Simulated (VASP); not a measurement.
Runs of VASP 6.6.1 on SiO. The structure is that of space group F-43m (No. 216), or close to it. The cells are those of the table. 

```tsv
level	cell	k mesh	grid for exact exchange (PRECFOCK)	share of exact exchange	screening parameter	gap on the mesh (eV)	pressure (GPa)
PBE-based screened hybrid with 15 % exact exchange	a = 3.442 Å, angles 60.0°, 2 atoms	5 × 5 × 5	Normal	0.15	0.20787 1/Å	(b)	(a)
PBE-based screened hybrid with 25 % exact exchange	a = 3.442 Å, angles 60.0°, 2 atoms	5 × 5 × 5	Normal	0.25	0.20787 1/Å	0.28	-1.2
PBE	a = 3.442 Å, angles 60.0°, 2 atoms	5 × 5 × 5	-	-	-	-	0.7
PBE	a = 3.459, b = 3.459, c = 3.476 Å, angles 59.8, 59.8, 60.3°, 2 atoms	8 × 8 × 8	-	-	-	none	-1.2
PBE	a = 3.442 Å, angles 60.0°, 2 atoms	8 × 8 × 8	-	-	-	none	0.0
```

Alike in all rows: task single point; potentials or basis VASP PAW PBE potentials, release 64 (Si, O); no spin polarisation; cutoff (eV) 520; smearing fermi-dirac 0.05 eV.

Question: Estimate the missing entries.

Answer: (a) -0.6; (b) 0.19.

Caveats: some runs use coarse meshes; the PAW data sets were made with another functional, which shifts forces and pressure a little (at least some runs); an odd mesh through Γ misses points on the zone boundary, where band edges can lie (at least some runs).

A gap of «none» marks levels without a gap at the run's occupations.
